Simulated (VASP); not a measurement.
# SrO (Fm-3m) in VASP: electric field gradients with PBE

Aim: the electric field gradients of SrO with PBE.

All numbers are computed with VASP 6.6.1; they aren't measurements. Logs are shortened: lines on timing, memory, paths and dates and some standing lists are left out, and cuts for length are marked.

### Step 1. The cell of the first run

The structure is cubic, space group Fm-3m (No. 225). The conventional cell has a = 5.133 Å, b = 5.133 Å, c = 5.133 Å, α = 90.00°, β = 90.00°, γ = 90.00°. Within 3.4 Å of Sr (site symmetry m-3m) lie 6 O at 2.57 Å. O (site symmetry m-3m) has 6 Sr at 2.57 Å within 3.4 Å.

### Step 2. Electric field gradients, PBE

Input file INCAR:

```
PREC = Accurate
ENCUT = 520
EDIFF = 1E-8
ISMEAR = 0
SIGMA = 0.01
LREAL = Auto
LASPH = T
NELM = 100
ALGO = Normal
ISIF = 2
LWAVE = F
LCHARG = F
GGA = PE
LEFG = T
NBANDS = 78
```

Input file KPOINTS:

```
Automatic mesh
0
Gamma
  3 3 3
```

Input file POSCAR:

```
SrO
1.0
    0.0000000000      5.1326000000      5.1326000000
    5.1326000000      0.0000000000      5.1326000000
    5.1326000000      5.1326000000      0.0000000000
Sr O
8 8
Direct
    0.2500000000      0.2500000000      0.2500000000
    0.2500000000      0.2500000000      0.7500000000
    0.2500000000      0.7500000000      0.2500000000
    0.2500000000      0.7500000000      0.7500000000
    0.7500000000      0.2500000000      0.2500000000
    0.7500000000      0.2500000000      0.7500000000
    0.7500000000      0.7500000000      0.2500000000
    0.7500000000      0.7500000000      0.7500000000
    0.0000000000      0.0000000000      0.0000000000
    0.0000000000      0.0000000000      0.5000000000
    0.0000000000      0.5000000000      0.0000000000
    0.0000000000      0.5000000000      0.5000000000
    0.5000000000      0.0000000000      0.0000000000
    0.5000000000      0.0000000000      0.5000000000
    0.5000000000      0.5000000000      0.0000000000
    0.5000000000      0.5000000000      0.5000000000
```

Potentials or basis: VASP PAW PBE potentials, release 64 (Sr_sv, O).

Started as:

```
$ cat potpaw_PBE.64/Sr_sv/POTCAR potpaw_PBE.64/O/POTCAR > POTCAR
$ mpirun -np 1 vasp_std > vasp.out
```

OUTCAR:

```text
PREC = Accurate
   ENCUT = 520
   EDIFF = 1E-8
   ISMEAR = 0
   LREAL = Auto
   LASPH = T
   NELM = 100
   ISIF = 2
   GGA = PE

 ion  position               nearest neighbor table
   1  0.250  0.250  0.250-  10 2.57  11 2.57  12 2.57  13 2.57  14 2.57  15 2.57   2 3.63   3 3.63
                             5 3.63   2 3.63   4 3.63   6 3.63   3 3.63   4 3.63   7 3.63   5 3.63
   2  0.250  0.250  0.750-   9 2.57  11 2.57  12 2.57  13 2.57  14 2.57  16 2.57   1 3.63   4 3.63
                             6 3.63   1 3.63   3 3.63   5 3.63   3 3.63   4 3.63   8 3.63   5 3.63
   3  0.250  0.750  0.250-   9 2.57  10 2.57  12 2.57  13 2.57  15 2.57  16 2.57   1 3.63   4 3.63
                             7 3.63   2 3.63   4 3.63   8 3.63   1 3.63   2 3.63   5 3.63   5 3.63
   4  0.250  0.750  0.750-   9 2.57  10 2.57  11 2.57  14 2.57  15 2.57  16 2.57   2 3.63   3 3.63
                             8 3.63   1 3.63   3 3.63   7 3.63   1 3.63   2 3.63   6 3.63   6 3.63
   5  0.750  0.250  0.250-   9 2.57  10 2.57  11 2.57  14 2.57  15 2.57  16 2.57   1 3.63   6 3.63
                             7 3.63   2 3.63   6 3.63   8 3.63   3 3.63   7 3.63   8 3.63   1 3.63
   6  0.750  0.250  0.750-   9 2.57  10 2.57  12 2.57  13 2.57  15 2.57  16 2.57   2 3.63   5 3.63
                             8 3.63   1 3.63   5 3.63   7 3.63   4 3.63   7 3.63   8 3.63   1 3.63
   7  0.750  0.750  0.250-   9 2.57  11 2.57  12 2.57  13 2.57  14 2.57  16 2.57   3 3.63   5 3.63
                             8 3.63   4 3.63   6 3.63   8 3.63   1 3.63   5 3.63   6 3.63   1 3.63
   8  0.750  0.750  0.750-  10 2.57  11 2.57  12 2.57  13 2.57  14 2.57  15 2.57   4 3.63   6 3.63
                             7 3.63   3 3.63   5 3.63   7 3.63   2 3.63   5 3.63   6 3.63   2 3.63
   9  0.000  0.000  0.000-   2 2.57   3 2.57   4 2.57   5 2.57   6 2.57   7 2.57
[... 13 lines left out ...]
 A1 = (   0.0000000000,   5.1326000000,   5.1326000000)
 A2 = (   5.1326000000,   0.0000000000,   5.1326000000)
 A3 = (   5.1326000000,   5.1326000000,   0.0000000000)

Analysis of symmetry for initial positions (statically):
=====================================================================
 Subroutine PRICEL returns following result:

  LATTYP: Found a face centered cubic cell.
 ALAT       =     5.1326000000

  Lattice vectors:

 A1 = (   0.0000000000,   2.5663000000,   2.5663000000)
 A2 = (   2.5663000000,   0.0000000000,   2.5663000000)
 A3 = (   2.5663000000,   2.5663000000,   0.0000000000)

   8 primitive cells build up your supercell.

 Routine SETGRP: Setting up the symmetry group for a
[... 8 lines left out ...]
Analysis of symmetry for dynamics (positions and initial velocities):
=====================================================================
 Subroutine PRICEL returns following result:

  LATTYP: Found a face centered cubic cell.
 ALAT       =     5.1326000000

  Lattice vectors:

 A1 = (   0.0000000000,   2.5663000000,   2.5663000000)
 A2 = (   2.5663000000,   0.0000000000,   2.5663000000)
 A3 = (   2.5663000000,   2.5663000000,   0.0000000000)

   8 primitive cells build up your supercell.

 Routine SETGRP: Setting up the symmetry group for a
[... 8 lines left out ...]
 Subroutine INISYM returns: Found 48 space group operations
 (whereof 48 operations are pure point group operations),
 and found     8 'primitive' translations

----------------------------------------------------------------------------------------

                                     Primitive cell

  volume of cell :      33.8028

  direct lattice vectors                    reciprocal lattice vectors
     0.000000000  2.566300000  2.566300000    -0.194833028  0.194833028  0.194833028
     2.566300000  0.000000000  2.566300000     0.194833028 -0.194833028  0.194833028
     2.566300000  2.566300000  0.000000000     0.194833028  0.194833028 -0.194833028

  length of vectors
     3.629296265  3.629296265  3.629296265     0.337460704  0.337460704  0.337460704

  position of ions in fractional coordinates (direct lattice)
     0.500000000  0.500000000  0.500000000
     0.000000000  0.000000000  0.000000000

  ion indices of the primitive-cell ions
   primitive index   ion index
                 1           1
                 2           9

----------------------------------------------------------------------------------------

 KPOINTS: Automatic mesh

Automatic generation of k-mesh.
 Grid dimensions read from file:
 generate k-points for:    3    3    3

 Generating k-lattice:

  Cartesian coordinates                     Fractional coordinates (reciprocal lattice)
    -0.032472171  0.032472171  0.032472171     0.333333333  0.000000000  0.000000000
     0.032472171 -0.032472171  0.032472171     0.000000000  0.333333333  0.000000000
     0.032472171  0.032472171 -0.032472171     0.000000000  0.000000000  0.333333333

  Length of vectors
     0.056243451  0.056243451  0.056243451

  Shift w.r.t. Gamma in fractional coordinates (k-lattice)
     0.000000000  0.000000000  0.000000000

 Subroutine IBZKPT returns following result:
 ===========================================
[... 21 lines left out ...]
   ISPIN  =      1    spin polarized calculation?
   LNONCOLLINEAR =      F non collinear calculations
   LSORBIT =      F    spin-orbit coupling
   LASPH  =      T    aspherical Exc in radial PAW
   ENCUT  =  520.0 eV  38.22 Ry    6.18 a.u.  13.50 13.50 13.50*2*pi/ulx,y,z
   NELM   =    100;   NELMIN=  2; NELMDL= -5     # of ELM steps
   EDIFF  = 0.1E-07   stopping-criterion for ELM
   LREAL  =      T    real-space projection
   EDIFFG = 0.1E-06   stopping-criterion for IOM
   NSW    =      0    number of steps for IOM
   IBRION =     -1    ionic relax: 0-MD 1-quasi-New 2-CG
   NFREE  =      0    steps in history (QN), initial steepest desc. (CG)
   ISIF   =      2    stress and relaxation
   ISYM   =      2    0-nonsym 1-usesym 2-fastsym
   POTIM  = 0.5000    time-step for ionic-motion
   TEBEG  =    0.0;   TEEND  =   0.0 temperature during run
   PSTRESS=    0.0 pullay stress
   NELECT =     128.0000    total number of electrons
   NUPDOWN=      -1.0000    fix difference up-down
   EMIN   =  10.00;   EMAX   =-10.00  energy-range for DOS
   EFERMI =   0.00;   METHOD = LEGACY
   ISMEAR =     0;   SIGMA  =   0.01  broadening in eV -4-tet -1-fermi 0-gaus
   EFERMI_NEDOS =   21; number of points for ismear=-14 and -15
   IALGO  =     38    algorithm
   IMIX   =      4    mixing-type and parameters
     AMIX     =   0.40;   BMIX     =  1.00
     AMIX_MAG =   1.60;   BMIX_MAG =  1.00
  volume/ion in A,a.u.               =      16.90       114.06
  Fermi-wavevector in a.u.,A,eV,Ry     =   1.275843  2.410995 22.147245  1.627777
  Thomas-Fermi vector in A             =   2.408533
   LORBIT       =      0    0 simple, 1 ext, 2 COOP (PROOUT), +10 PAW based schemes
   GGA     = PE    functional components
   LHFCALC =     F    Hartree Fock is set to
   AEXX    =    0.0000 exact exchange contribution
   IVDW    =     0    specifies the selected vdW correction
   LEPSILON=     F    determine dielectric tensor
   LRPA    =     F    only Hartree local field effects (RPA)
 non-spin polarized calculation
 Gauss-broadening in eV      SIGMA  =   0.01
  energy-cutoff  :      520.00
  volume of cell :      270.42
 maximum number of plane-waves:      7391
 NGX is ok and might be reduce to    54
   NGX = 27   NGY = 27   NGZ = 27

 number of electron     128.0000052 magnetization

 Free energy of the ion-electron system (eV)
  ---------------------------------------------------
  ext. energy  EPLUGINS =         0.00000000
  ---------------------------------------------------
  free energy    TOTEN  =       -96.30088919 eV

  energy without entropy =      -96.30088919  energy(sigma->0) =      -96.30088919

 E-fermi :   1.7400     XC(G=0): -10.0522

 val. band max:        1.6898807796   @ k =   0.0000   0.0000   0.0000
 cond. band min:       4.9511076924   @ k =   0.0000   0.0000   0.0000
 fundamental gap:      3.2612269128
 Fermi energy:         1.7400011837

 k-point     1 :       0.0000    0.0000    0.0000
  band No.  band energies     occupation
      1     -30.6805      2.00000
      2     -30.5387      2.00000
      3     -30.5387      2.00000
      4     -30.5387      2.00000
      5     -30.5387      2.00000
      6     -30.4978      2.00000
[... 305 lines left out ...]
     75       8.0436      0.00000
     76       8.3102      0.00000
 [bands above 76 left out]

------------------------ aborting loop because EDIFF is reached ----------------------------------------

  FORCE on cell =-STRESS in cart. coord.  units (eV):
  Direction    XX          YY          ZZ          XY          YZ          ZX
  --------------------------------------------------------------------------------------
  -------------------------------------------------------------------------------------
  Total        6.6144759      6.6144759      6.6144759      0.0000000     -0.0000000      0.0000000
  in kB       39.1889623     39.1889623     39.1889623      0.0000000     -0.0000000      0.0000000
  external PRESSURE =      39.1889623 kB  Pullay stress =       0.0000000 kB

 VOLUME and BASIS-vectors are now :
 -----------------------------------------------------------------------------
  energy-cutoff  :      520.00
  volume of cell :      270.42
      direct lattice vectors                 reciprocal lattice vectors
     0.000000000  5.132600000  5.132600000    -0.097416514  0.097416514  0.097416514
     5.132600000  0.000000000  5.132600000     0.097416514 -0.097416514  0.097416514
     5.132600000  5.132600000  0.000000000     0.097416514  0.097416514 -0.097416514

 POSITION                                       TOTAL-FORCE (eV/Angst)
 -----------------------------------------------------------------------------------
      2.56630      2.56630      2.56630        -0.000000      0.000000      0.000000
      5.13260      5.13260      2.56630        -0.000000     -0.000000     -0.000000
      5.13260      2.56630      5.13260         0.000000     -0.000000     -0.000000
      7.69890      5.13260      5.13260        -0.000000     -0.000000      0.000000
      2.56630      5.13260      5.13260        -0.000000      0.000000      0.000000
      5.13260      7.69890      5.13260        -0.000000      0.000000      0.000000
[... 8 lines left out ...]
      2.56630      2.56630      5.13260         0.000000     -0.000000     -0.000000
      5.13260      5.13260      5.13260         0.000000      0.000000     -0.000000
 -----------------------------------------------------------------------------------
    total drift:                               -0.000000      0.000000      0.000000

  FREE ENERGIE OF THE ION-ELECTRON SYSTEM (eV)
  ---------------------------------------------------
  free  energy   TOTEN  =       -96.3008891947 eV

  energy  without entropy=      -96.3008891947  energy(sigma->0) =      -96.30088919

 Electric field gradients (V/A^2)
---------------------------------------------------------------------
 ion       V_xx      V_yy      V_zz      V_xy      V_xz      V_yz
---------------------------------------------------------------------
   1      -0.000     0.000    -0.000    -0.000    -0.000    -0.000
   2      -0.000     0.000     0.000    -0.000    -0.000    -0.000
   3      -0.000     0.000    -0.000    -0.000    -0.000    -0.000
   4      -0.000     0.000    -0.000    -0.000    -0.000    -0.000
   5      -0.000     0.000     0.000    -0.000    -0.000    -0.000
   6      -0.000     0.000    -0.000    -0.000    -0.000    -0.000
[... 8 lines left out ...]
  15       0.000    -0.000    -0.000     0.003     0.003     0.003
  16      -0.000    -0.000    -0.000     0.003     0.003     0.003
---------------------------------------------------------------------

 Electric field gradients after diagonalization (V/A^2)
 (convention: |V_zz| > |V_xx| > |V_yy|)
----------------------------------------------------------------------
 ion       V_xx      V_yy      V_zz     asymmetry (V_yy - V_xx)/ V_zz
----------------------------------------------------------------------
   1       0.000     0.000    -0.000       0.000
   2       0.000     0.000    -0.000       0.000
   3       0.000     0.000    -0.000       0.000
   4       0.000     0.000    -0.000       0.000
   5       0.000     0.000    -0.000       0.000
   6       0.000     0.000    -0.000       0.000
[... 8 lines left out ...]
  15      -0.003    -0.003     0.005       0.000
  16      -0.003    -0.003     0.005       0.000
----------------------------------------------------------------------

           NMR quadrupolar parameters

 Cq : quadrupolar parameter    Cq=e*Q*V_zz/h
 eta: asymmetry parameters     (V_yy - V_xx)/ V_zz
 Q  : nuclear electric quadrupole moment in mb (millibarn)
----------------------------------------------------------------------
 ion       Cq(MHz)       eta       Q (mb)
----------------------------------------------------------------------
   1      -0.000       0.000       1.000
   2      -0.000       0.000       1.000
   3      -0.000       0.000       1.000
   4      -0.000       0.000       1.000
   5      -0.000       0.000       1.000
   6      -0.000       0.000       1.000
[... 8 lines left out ...]
  15       0.000       0.000       1.000
  16       0.000       0.000       1.000
----------------------------------------------------------------------
```

Wall time 4.9 min (1 thread of AMD EPYC 7R13 (Zen 3), shared host); peak memory 0.37 GiB.

What came out:

| Item | Value |
| --- | --- |
| Free energy | -96.3009 eV |
| Pressure | 3.9 GPa |
| Band gap on the k mesh | 3.26 eV |

Levels at points of the mesh, in eV from the valence-band top:
```
           k point  band 60  band 61  band 62  band 63  band 64  band 65  band 66  band 67  band 68  band 69
(0.00, 0.00, 0.00)    -0.08    -0.08     0.00     0.00     0.00     3.26     3.26     3.26     4.02     6.22
```

Caveat: without QUAD_EFG the Cq values of the log hold for a quadrupole moment of 1 mb, not for the nuclei.
